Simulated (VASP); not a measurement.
A run of VASP 6.6.1 is set up as follows.

INCAR

```
PREC = Accurate ; ENCUT = 520
EDIFF = 1E-7 ; ISMEAR = 0
SIGMA = 0.1 ; LREAL = False
LASPH = True ; NELM = 80
ALGO = Normal ; ISIF = 2
LWAVE = False ; LCHARG = False
GGA = PE ; NBANDS = 43
```

Contents of KPOINTS:

```
Automatic mesh
0
Gamma
  4 4 4
```

File POSCAR:

```
YNb4N
1.0
    3.7701246700      0.0000000000      0.0000000000
    0.0000000000      3.7701246700      0.0000000000
    0.0000000000      0.0000000000      5.6243602500
Y Nb N
1 4 1
Direct
    0.5000000000      0.5000000000      0.5000000000
    0.0000000000      0.5000000000      0.7644799900
    0.5000000000      0.0000000000      0.7644799900
    0.0000000000      0.5000000000      0.2355200100
    0.5000000000      0.0000000000      0.2355200100
    0.0000000000      0.0000000000      0.0000000000
```

Potentials or basis: VASP PAW PBE potentials, release 64 (Y_sv, Nb_sv, N).

Launch:

```bash
$ cat potpaw_PBE.64/Y_sv/POTCAR potpaw_PBE.64/Nb_sv/POTCAR potpaw_PBE.64/N/POTCAR > POTCAR
$ mpirun -np 1 vasp_std > vasp.out
```

Problem. Estimate the pressure.

Solution. 70.7 GPa.

Problem. What does it give for the largest force?

Solution. 3.004 eV/Å.

Problem. Estimate the band gap on the k mesh.

Solution. Zero (bands 34 and 35 overlap by 1.02 eV).

Stress tensor (GPa, compression positive):
```
71.37  0.00  0.00
 0.00 71.37  0.00
 0.00  0.00 69.42
```

Caveat: the k points lie up to 0.42 Å⁻¹ apart, too coarse for converged energies and pressures of a metal; forces of over 1 eV/Å act on the atoms, so gaps and moduli don't describe the material at rest.
